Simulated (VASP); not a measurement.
Here is a VASP 6.6.1 calculation.

File INCAR:

```
SYSTEM = MnS
PREC = Accurate
ENCUT = 600
EDIFF = 1E-6
ISMEAR = -1
SIGMA = 0.05
LREAL = .False.
LASPH = .True.
NELM = 150
ALGO = Normal
ISIF = 3
LWAVE = .False.
LCHARG = .False.
ISPIN = 2
MAGMOM = 4 0
LORBIT = 11
LMAXMIX = 4
GGA = RE
IBRION = 2
NSW = 60
EDIFFG = -0.01
```

KPOINTS

```
Automatic mesh
0
Gamma
  9 9 9
  0 0 0
```

The input POSCAR:

```
MnS
1.0
    0.0000000000      2.4734634191      2.4734634191
    2.4734634191      0.0000000000      2.4734634191
    2.4734634191      2.4734634191      0.0000000000
Mn S
1 1
Direct
    0.0000000000      0.0000000000      0.0000000000
    0.7500000000      0.7500000000      0.7500000000
```

Potentials or basis: VASP PAW PBE potentials, release 64 (Mn_pv, S).

Run with:

```sh
$ cat potpaw_PBE.64/Mn_pv/POTCAR potpaw_PBE.64/S/POTCAR > POTCAR
$ mpirun -np 1 vasp_std > vasp.out
```

Problem. Estimate the site moments.

Solution. Mn +0.24; S -0.01 μB.

Problem. Estimate the space group after relaxing (to 0.05 Å).

Solution. F-43m (No. 216).

Problem. What does it give for the relaxed volume?

Solution. 15.74 Å³/atom.

Final structure:
```
Mn S
1.0
     0.00000    2.50631    2.50631
     2.50631    0.00000    2.50631
     2.50631    2.50631    0.00000
Mn S
1 1
Direct
  0.00000 0.00000 0.00000
  0.75000 0.75000 0.75000
```

Caveat: the PAW data sets were made with another functional, which shifts forces and pressure a little.
